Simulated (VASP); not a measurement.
Runs of VASP 6.6.1 on SiO2. The structure is that of space group I-42d (No. 122), or close to it. The cells are those of the table. 

| task | cell | k mesh | cutoff (eV) | smearing | gap on the mesh (eV) | pressure (GPa) | largest force (eV/Å) |
| --- | --- | --- | --- | --- | --- | --- | --- |
| single point | a = 5.040 Å, angles 121.5, 121.5, 87.5°, 6 atoms | 8 × 8 × 8 | 520 | gaussian 0.01 eV | 5.76 | 0.6 | 0.03 |
| single point | a = 5.081 Å, angles 121.2, 121.2, 88.0°, 6 atoms | 8 × 8 × 8 | 520 | gaussian 0.02 eV | (a) | -0.1 | 0.02 |
| single point | a = 5.040 Å, angles 121.5, 121.5, 87.4°, 6 atoms | 8 × 8 × 8 | 520 | gaussian 0.05 eV | 5.76 | 0.6 | 0.03 |
| relaxation of cell and atoms | relaxed from a = 5.029 Å, angles 123.7, 123.7, 83.8°, 6 atoms | 8 × 8 × 8 | 600 | gaussian 0.02 eV | 5.76 | 0.0 | - |
| single point | a = 5.040 Å, angles 121.5, 121.5, 87.4°, 6 atoms | 6 × 6 × 6 | 520 | gaussian 0.05 eV | 5.76 | 0.6 | 0.03 |

Alike in all rows: level LDA; potentials or basis VASP PAW LDA potentials, release 64 (Si, O); no spin polarisation.

Question: Estimate the missing entries.

Answer: (a) 5.66.

A k mesh can miss the band edges.
